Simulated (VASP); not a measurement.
Crystal: Nb3Te8Mo.

```
Nb Te Mo
1.0
     3.68081    0.00000    0.00000
    -1.84041    3.18767    0.00000
     0.00000    0.00000   29.23891
Nb Te Mo
3 8 1
Direct
  0.33333 0.66667 0.75000
  0.33333 0.66667 0.25000
  0.66667 0.33333 0.00000
  0.33333 0.66667 0.93550
  0.33333 0.66667 0.43550
  0.66667 0.33333 0.68550
  0.66667 0.33333 0.18550
  0.33333 0.66667 0.06450
  0.33333 0.66667 0.56450
  0.66667 0.33333 0.81450
  0.66667 0.33333 0.31450
  0.66667 0.33333 0.50000
```

| Quantity | Value |
| --- | --- |
| Program | VASP 6.6.1 |
| Task | relaxation of cell and atoms |
| Functional | PBE |
| Potentials or basis | VASP PAW PBE potentials, release 64 (Nb_sv, Te, Mo_sv) |
| Cutoff | 600 eV |
| k mesh | 6 × 6 × 1 |
| Occupations | gaussian, width 0.1 eV |
| Spin | no spin polarisation |

At the start: pressure -3.1 GPa; volume 28.59 Å³/atom.

Where does the relaxation end?

Over 12 steps the energy falls by 20.3 meV/atom and the volume is 28.00 Å³/atom (-2.1 %); space group P-6m2 (No. 187, to 0.1 Å) before and after.

Step by step:
```
step  energy change (eV)  largest force (eV/Å)  pressure (GPa)  volume (Å³)
   1              0.0000                1.3382           -3.15       343.07
   2              0.1036                1.0025            5.39       315.89
   3             -0.1971                0.6072            0.29       330.50
   4             -0.1972                0.5902            0.36       330.25
   5             -0.2278                0.2742            0.21       331.51
   6             -0.2352                0.0177            0.12       332.49
   7             -0.2365                0.0774           -0.14       333.54
   8             -0.2365                0.0739           -0.14       333.50
   9             -0.2377                0.0739           -0.06       333.47
  10             -0.2389                0.0742            0.13       333.38
  11             -0.2403                0.0568            0.13       334.03
  12             -0.2432                0.0322            0.13       335.97
```

Final structure:
```xyz
12
Lattice="3.6507 0.0000 0.0000 -1.8253 3.1616 0.0000 0.0000 0.0000 29.1085" Properties=species:S:1:pos:R:3 pbc="T T T"
Nb    0.0000    2.1077   21.8330
Nb    0.0000    2.1077    7.2755
Nb    1.8253    1.0539    0.0000
Te    0.0000    2.1077   27.2534
Te    0.0000    2.1077   12.7800
Te    1.8253    1.0539   19.9716
Te    1.8253    1.0539    5.4245
Te    0.0000    2.1077    1.8551
Te    0.0000    2.1077   16.3285
Te    1.8253    1.0539   23.6840
Te    1.8253    1.0539    9.1369
Mo    1.8253    1.0539   14.5542
```

Caveat: this functional lacks dispersion, which binds layers or chains, so the pressure and a relaxed spacing across them are unreliable; an odd number of electrons without spin polarisation forces a metal; a magnetic or distorted state may lie lower.
